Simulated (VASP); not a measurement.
Crystal: Ti.

```
Ti
1.0
     2.95000    0.00000    0.00000
    -1.47500    2.55477    0.00000
     0.00000    0.00000    4.68000
Ti
2
Direct
  0.33333 0.66667 0.25000
  0.66667 0.33333 0.75000
```

Base run:

```yaml
Program: VASP 6.6.1
Functional: revPBE
Potentials_or_basis: VASP PAW PBE potentials, release 64 (Ti_sv)
Cutoff: 500 eV
k_mesh: 12 × 12 × 7
Occupations: fermi-dirac, width 0.05 eV
Spin: no spin polarisation
```

Its results: band gap on the k mesh zero (band 12 reaches 9.03 eV, above the bottom of band 13 at 7.96 eV); pressure 0.5 GPa.

**Question.** After a change of settings the same cell gave: band gap on the k mesh zero (band 12 reaches 8.67 eV, above the bottom of band 13 at 7.66 eV); pressure -9.8 GPa. Which change was it?
A. functional from revPBE to r2SCAN; cutoff from 500 eV to 550 eV
B. functional from revPBE to BLYP
C. functional from revPBE to PBEsol
D. functional from revPBE to LDA; potentials or basis from VASP PAW PBE potentials, release 64 (Ti_sv) to VASP PAW LDA potentials, release 64 (Ti_sv)

**Answer.** D.

Caveats: the PAW data sets were made with another functional, which shifts forces and pressure a little (some runs).
